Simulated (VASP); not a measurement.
# TiO2 (Pbca) in VASP: electric field gradients with PBE

Aim: the electric field gradients of TiO2 with PBE.

Program: VASP 6.6.1. These are calculated values, not measurements. Logs are shortened: lines on timing, memory, paths and dates and some standing lists are left out, and cuts for length are marked.

## Step 1: The cell of the first run

The structure is orthorhombic, space group Pbca (No. 61). The conventional cell has a = 5.145 Å, b = 9.185 Å, c = 5.447 Å, α = 90.00°, β = 90.00°, γ = 90.00°. Within 2.6 Å of Ti (site symmetry 1) lie 6 O at 1.92 to 1.99 Å. Within 2.6 Å of O (site symmetry 1) lie 3 Ti at 1.96 to 1.99 Å and 1 O at 2.52 Å. Within 2.6 Å of O (site symmetry 1) lie 3 Ti at 1.92 to 1.95 Å and 2 O at 2.51 to 2.52 Å.

## Step 2: Electric field gradients, PBE

The input, INCAR:

```
  PREC = Accurate
  ENCUT = 520
  EDIFF = 1E-8
  ISMEAR = -1
  SIGMA = 0.02
  LREAL = Auto
  LASPH = T
  NELM = 100
  ALGO = Normal
  ISIF = 2
  LWAVE = F
  LCHARG = F
  GGA = PE
  LEFG = T
  NBANDS = 114
```

The input, KPOINTS:

```
regular mesh
0
Gamma
  5 3 4
```

The input, POSCAR:

```
TiO2
1.0
    5.1450000000      0.0000000000      0.0000000000
    0.0000000000      9.1850000000      0.0000000000
    0.0000000000      0.0000000000      5.4470000000
Ti O
8 16
Direct
    0.1270000000      0.1270000000      0.8870000000
    0.6270000000      0.3730000000      0.1130000000
    0.8730000000      0.6270000000      0.6130000000
    0.3730000000      0.8730000000      0.3870000000
    0.8730000000      0.8730000000      0.1130000000
    0.3730000000      0.6270000000      0.8870000000
    0.1270000000      0.3730000000      0.3870000000
    0.6270000000      0.1270000000      0.6130000000
    0.4650000000      0.2300000000      0.8950000000
    0.9650000000      0.2700000000      0.1050000000
    0.5350000000      0.7300000000      0.6050000000
    0.0350000000      0.7700000000      0.3950000000
    0.5350000000      0.7700000000      0.1050000000
    0.0350000000      0.7300000000      0.8950000000
    0.4650000000      0.2700000000      0.3950000000
    0.9650000000      0.2300000000      0.6050000000
    0.8200000000      0.0100000000      0.8450000000
    0.3200000000      0.4900000000      0.1550000000
    0.1800000000      0.5100000000      0.6550000000
    0.6800000000      0.9900000000      0.3450000000
    0.1800000000      0.9900000000      0.1550000000
    0.6800000000      0.5100000000      0.8450000000
    0.8200000000      0.4900000000      0.3450000000
    0.3200000000      0.0100000000      0.6550000000
```

Potentials or basis: VASP PAW PBE potentials, release 64 (Ti_sv, O).

Launch:

```console
$ cat potpaw_PBE.64/Ti_sv/POTCAR potpaw_PBE.64/O/POTCAR > POTCAR
$ mpirun -np 1 vasp_std > vasp.out
```

OUTCAR:

```text
PREC = Accurate
   ENCUT = 520
   EDIFF = 1E-8
   ISMEAR = -1
   LREAL = Auto
   LASPH = T
   NELM = 100
   ISIF = 2
   GGA = PE

 ion  position               nearest neighbor table
   1  0.127  0.127  0.887-  17 1.92  24 1.93  21 1.95  10 1.96   9 1.98  16 1.99
   2  0.627  0.373  0.113-  18 1.92  23 1.93  22 1.95   9 1.96  10 1.98  15 1.99
   3  0.873  0.627  0.613-  19 1.92  22 1.93  23 1.95  12 1.96  11 1.98  14 1.99
   4  0.373  0.873  0.387-  20 1.92  21 1.93  24 1.95  11 1.96  12 1.98  13 1.99
   5  0.873  0.873  0.113-  21 1.92  20 1.93  17 1.95  14 1.96  13 1.98  12 1.99
   6  0.373  0.627  0.887-  22 1.92  19 1.93  18 1.95  13 1.96  14 1.98  11 1.99
   7  0.127  0.373  0.387-  23 1.92  18 1.93  19 1.95  16 1.96  15 1.98  10 1.99
   8  0.627  0.127  0.613-  24 1.92  17 1.93  20 1.95  15 1.96  16 1.98   9 1.99
   9  0.465  0.230  0.895-   2 1.96   1 1.98   8 1.99
  10  0.965  0.270  0.105-   1 1.96   2 1.98   7 1.99
  11  0.535  0.730  0.605-   4 1.96   3 1.98   6 1.99
  12  0.035  0.770  0.395-   3 1.96   4 1.98   5 1.99
  13  0.535  0.770  0.105-   6 1.96   5 1.98   4 1.99
  14  0.035  0.730  0.895-   5 1.96   6 1.98   3 1.99
[... 8 lines left out ...]
  23  0.820  0.490  0.345-   7 1.92   2 1.93   3 1.95
  24  0.320  0.010  0.655-   8 1.92   1 1.93   4 1.95

  LATTYP: Found a simple orthorhombic cell.
 ALAT       =     5.1450000000
 B/A-ratio  =     1.0586977648
 C/A-ratio  =     1.7852283771

  Lattice vectors:

 A1 = (  -5.1450000000,   0.0000000000,   0.0000000000)
 A2 = (   0.0000000000,   0.0000000000,   5.4470000000)
 A3 = (   0.0000000000,   9.1850000000,   0.0000000000)

Analysis of symmetry for initial positions (statically):
=====================================================================
 Subroutine PRICEL returns:
 Original cell was already a primitive cell.

 Routine SETGRP: Setting up the symmetry group for a
 simple orthorhombic supercell.

 Subroutine GETGRP returns: Found  8 space group operations
 (whereof  2 operations were pure point group operations)
 out of a pool of  8 trial point group operations.

The static configuration has the point symmetry S_2 .
[... 2203 lines left out ...]
    108       7.3752      0.00000
 [bands above 108 left out]

------------------------ aborting loop because EDIFF is reached ----------------------------------------

  FORCE on cell =-STRESS in cart. coord.  units (eV):
  Direction    XX          YY          ZZ          XY          YZ          ZX
  --------------------------------------------------------------------------------------
  -------------------------------------------------------------------------------------
  Total       12.9997535      8.5551132      7.7142307      0.0000000      0.0000000     -0.0000000
  in kB       80.9140210     53.2493644     48.0154818      0.0000000      0.0000000     -0.0000000
  external PRESSURE =      60.7262891 kB  Pullay stress =       0.0000000 kB

 VOLUME and BASIS-vectors are now :
 -----------------------------------------------------------------------------
  energy-cutoff  :      520.00
  volume of cell :      257.41
      direct lattice vectors                 reciprocal lattice vectors
     5.145000000  0.000000000  0.000000000     0.194363460  0.000000000  0.000000000
     0.000000000  9.185000000  0.000000000     0.000000000  0.108873163  0.000000000
     0.000000000  0.000000000  5.447000000     0.000000000  0.000000000  0.183587296

 POSITION                                       TOTAL-FORCE (eV/Angst)
 -----------------------------------------------------------------------------------
      0.65342      1.16650      4.83149         0.367149      0.723482      0.304436
      3.22592      3.42600      0.61551         0.367149     -0.723482     -0.304436
      4.49158      5.75900      3.33901        -0.367149      0.723482     -0.304436
      1.91908      8.01850      2.10799        -0.367149     -0.723482      0.304436
      4.49158      8.01850      0.61551        -0.367149     -0.723482     -0.304436
      1.91908      5.75900      4.83149        -0.367149      0.723482      0.304436
[... 16 lines left out ...]
      4.21890      4.50065      1.87921        -0.095806      0.386942      0.286042
      1.64640      0.09185      3.56779        -0.095806     -0.386942     -0.286042
 -----------------------------------------------------------------------------------
    total drift:                               -0.000000      0.000000     -0.000000

  FREE ENERGIE OF THE ION-ELECTRON SYSTEM (eV)
  ---------------------------------------------------
  free  energy   TOTEN  =      -214.6611941053 eV

  energy  without entropy=     -214.6611941053  energy(sigma->0) =     -214.66119411

 Electric field gradients (V/A^2)
---------------------------------------------------------------------
 ion       V_xx      V_yy      V_zz      V_xy      V_xz      V_yz
---------------------------------------------------------------------
   1      -4.844    -0.692     5.536    -4.795     5.555    -7.248
   2      -4.844    -0.692     5.536     4.795    -5.555    -7.248
   3      -4.844    -0.692     5.536     4.795     5.555     7.248
   4      -4.844    -0.692     5.536    -4.795    -5.555     7.248
   5      -4.844    -0.692     5.536    -4.795     5.555    -7.248
   6      -4.844    -0.692     5.536     4.795    -5.555    -7.248
[... 16 lines left out ...]
  23      -2.327     0.811     1.516     4.835    10.792    12.504
  24      -2.327     0.811     1.516    -4.835   -10.792    12.504
---------------------------------------------------------------------

 Electric field gradients after diagonalization (V/A^2)
 (convention: |V_zz| > |V_xx| > |V_yy|)
----------------------------------------------------------------------
 ion       V_xx      V_yy      V_zz     asymmetry (V_yy - V_xx)/ V_zz
----------------------------------------------------------------------
   1      -8.070    -5.176    13.245       0.218
   2      -8.070    -5.176    13.245       0.218
   3      -8.070    -5.176    13.245       0.218
   4      -8.070    -5.176    13.245       0.218
   5      -8.070    -5.176    13.245       0.218
   6      -8.070    -5.176    13.245       0.218
[... 16 lines left out ...]
  23     -13.730    -5.744    19.474       0.410
  24     -13.730    -5.744    19.474       0.410
----------------------------------------------------------------------

           NMR quadrupolar parameters

 Cq : quadrupolar parameter    Cq=e*Q*V_zz/h
 eta: asymmetry parameters     (V_yy - V_xx)/ V_zz
 Q  : nuclear electric quadrupole moment in mb (millibarn)
----------------------------------------------------------------------
 ion       Cq(MHz)       eta       Q (mb)
----------------------------------------------------------------------
   1       0.032       0.218       1.000
   2       0.032       0.218       1.000
   3       0.032       0.218       1.000
   4       0.032       0.218       1.000
   5       0.032       0.218       1.000
   6       0.032       0.218       1.000
[... 16 lines left out ...]
  23       0.047       0.410       1.000
  24       0.047       0.410       1.000
----------------------------------------------------------------------
```

OSZICAR:

```text
N       E                     dE             d eps       ncg     rms          rms(c)
DAV:   1     0.327463343959E+04    0.32746E+04   -0.94070E+04  4104   0.201E+03
DAV:   2     0.485827620202E+03   -0.27888E+04   -0.26712E+04  4104   0.639E+02
[... 15 lines left out ...]
DAV:  18    -0.214661193915E+03   -0.62962E-07   -0.35342E-06  6144   0.644E-03    0.235E-03
DAV:  19    -0.214661194111E+03   -0.19608E-06   -0.51258E-07  5944   0.337E-03    0.856E-04
DAV:  20    -0.214661194138E+03   -0.26528E-07   -0.15657E-07  5024   0.163E-03    0.382E-04
DAV:  21    -0.214661194113E+03    0.24633E-07   -0.16191E-08  2840   0.604E-04    0.277E-04
DAV:  22    -0.214661194101E+03    0.12118E-07   -0.73470E-09  2680   0.351E-04    0.115E-04
DAV:  23    -0.214661194105E+03   -0.44674E-08   -0.33926E-09  2616   0.234E-04
   1 F= -.21466119E+03 E0= -.21466119E+03  d E =-.674710E-14
```

Run time: 33 min. Hardware: 1 thread of Intel Xeon Platinum 8259CL at 2.50GHz (Skylake/Cascade Lake), shared host; peak memory 0.52 GiB.

What came out:

```yaml
Free_energy: -214.6612 eV
Pressure: 6.1 GPa
Largest_force: 0.867 eV/Å
Band_gap_on_the_k_mesh: 2.13 eV, direct
```

Forces in eV/Å, atoms in the order of the input:
```
Ti   0.367  0.723  0.304
Ti   0.367 -0.723 -0.304
Ti  -0.367  0.723 -0.304
Ti  -0.367 -0.723  0.304
Ti  -0.367 -0.723 -0.304
Ti  -0.367  0.723  0.304
Ti   0.367 -0.723  0.304
Ti   0.367  0.723 -0.304
O   -0.116 -0.090 -0.094
O   -0.116  0.090  0.094
O    0.116 -0.090  0.094
O    0.116  0.090 -0.094
O    0.116  0.090  0.094
O    0.116 -0.090 -0.094
O   -0.116  0.090 -0.094
O   -0.116 -0.090  0.094
O   -0.096 -0.387  0.286
O   -0.096  0.387 -0.286
O    0.096 -0.387 -0.286
O    0.096  0.387  0.286
O    0.096  0.387 -0.286
O    0.096 -0.387  0.286
O   -0.096  0.387  0.286
O   -0.096 -0.387 -0.286
```

Electric field gradients, principal values (V/Å²):
| atom | least | middle | greatest (by size) |
| --- | --- | --- | --- |
| 1 Ti | -5.176 | -8.070 | 13.245 |
| 2 Ti | -5.176 | -8.070 | 13.245 |
| 3 Ti | -5.176 | -8.070 | 13.245 |
| 4 Ti | -5.176 | -8.070 | 13.245 |
| 5 Ti | -5.176 | -8.070 | 13.245 |
| 6 Ti | -5.176 | -8.070 | 13.245 |
| 7 Ti | -5.176 | -8.070 | 13.245 |
| 8 Ti | -5.176 | -8.070 | 13.245 |
| 9 O | -3.589 | -19.213 | 22.802 |
| 10 O | -3.589 | -19.213 | 22.802 |
| 11 O | -3.589 | -19.213 | 22.802 |
| 12 O | -3.589 | -19.213 | 22.802 |
| 13 O | -3.589 | -19.213 | 22.802 |
| 14 O | -3.589 | -19.213 | 22.802 |
| 15 O | -3.589 | -19.213 | 22.802 |
| 16 O | -3.589 | -19.213 | 22.802 |
| 17 O | -5.744 | -13.730 | 19.474 |
| 18 O | -5.744 | -13.730 | 19.474 |
| 19 O | -5.744 | -13.730 | 19.474 |
| 20 O | -5.744 | -13.730 | 19.474 |
| 21 O | -5.744 | -13.730 | 19.474 |
| 22 O | -5.744 | -13.730 | 19.474 |
| 23 O | -5.744 | -13.730 | 19.474 |
| 24 O | -5.744 | -13.730 | 19.474 |

Caveat: without QUAD_EFG the Cq values of the log hold for a quadrupole moment of 1 mb, not for the nuclei. A k mesh can miss the band edges.
